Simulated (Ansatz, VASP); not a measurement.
**One calculation of Ge, two programs**

```
Ge
1.0
     3.79100    0.00000    0.00000
    -1.89550    3.28310    0.00000
     0.00000    0.00000   28.00000
Ge
2
Direct
  0.33333 0.66667 0.51039
  0.66667 0.33333 0.48961
```

Alike in both runs: task single point; functional PBE; k mesh 12 × 12 × 1; occupations gaussian, width 0.1 eV; no spin polarisation.

```csv
,VASP,Ansatz
version,VASP 6.6.1,Ansatz 0.2.0
potentials or method,"VASP PAW PBE potentials, release 64 (Ge_d), cutoff 520 eV","scalar-relativistic, plane waves, PAW"
valence electrons in the cell,28,28
```

|  | VASP | Ansatz | Ansatz less VASP |
| --- | --- | --- | --- |
| gap on the k mesh at the Fermi level (eV) | none | none | - |
| rms of the force components (eV/Å) | 0.488 | 0.493 | +0.0046 |

Atom by atom the forces differ by 0.005 eV/Å (rms over components). A gap of «none» marks a metal or a gap that the smearing closes. The functional is the same, so the differences come from potentials, cutoffs and numerics.
